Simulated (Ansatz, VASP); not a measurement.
**Two plane-wave programs on Ge**

The input INCAR:

```
  ALGO = Normal
  DIPOL = 0.5 0.5 0.389
  EDIFF = 1E-6
  ENCUT = 520
  GGA = PE
  IDIPOL = 3
  ISIF = 2
  ISMEAR = 0
  IVDW = 12
  LASPH = True
  LCHARG = False
  LDIPOL = True
  LREAL = False
  LWAVE = False
  NBANDS = 36
  NELM = 80
  PREC = Accurate
  SIGMA = 0.1
```

The input KPOINTS:

```
k-points
0
Gamma
  9 9 1
```

POSCAR

```
Ge
1.0
    4.0226895311      0.0000000000      0.0000000000
   -2.0113447656      3.4837513255      0.0000000000
    0.0000000000      0.0000000000     18.8685220517
Ge
4
Direct
    0.3333333333      0.6666666667      0.2747571332
    0.6666666667      0.3333333333      0.2384924472
    0.6666666667      0.3333333333      0.5389146020
    0.3333333333      0.6666666667      0.5026499161
```

Input for Ansatz:

```yaml
crystal:
  lattice:
    - [4.0226895311, 0.0, 0.0]
    - [-2.0113447656, 3.4837513255, 0.0]
    - [0.0, 0.0, 18.8685220517]
  atoms:
    - { symbol: Ge, position: [0.3333333333, 0.6666666667, 0.2747571332] }
    - { symbol: Ge, position: [0.6666666667, 0.3333333333, 0.2384924472] }
    - { symbol: Ge, position: [0.6666666667, 0.3333333333, 0.538914602] }
    - { symbol: Ge, position: [0.3333333333, 0.6666666667, 0.5026499161] }
basis:
  ecutwfc: 420
kpoints:
  mp_grid: { grid: [9, 9, 1] }
hamiltonian:
  xc: pbe
  pseudopotentials: { kind: paw, azcp: { folder: soft_1 } }
  dispersion: d3bj
scf:
  occupations: { method: gaussian, width: 0.1 }
output:
  forces: true
  eigenvalues: true
efield:
  axis: 3
  dipole_correction: true
  ramp_width: 0.04
```

Alike in both runs: task single point; functional PBE; dispersion D3(BJ); k mesh 9 × 9 × 1; occupations gaussian, width 0.1 eV; no spin polarisation.

|  | VASP | Ansatz |
| --- | --- | --- |
| version | VASP 6.6.1 | Ansatz 0.2.0 |
| potentials or method | VASP PAW PBE potentials, release 64 (Ge_d), cutoff 520 eV | scalar-relativistic, plane waves, PAW |
| valence electrons in the cell | 56 | 56 |

|  | VASP | Ansatz | Ansatz less VASP |
| --- | --- | --- | --- |
| gap on the k mesh at the Fermi level (eV) | 0.23 | 0.23 | 0.000 |
| least direct gap on the mesh (eV) | 0.23 | 0.23 | 0.000 |
| rms of the force components (eV/Å) | 0.048 | 0.048 | -0.0003 |

Atom by atom the forces differ by 0.001 eV/Å (rms over components).
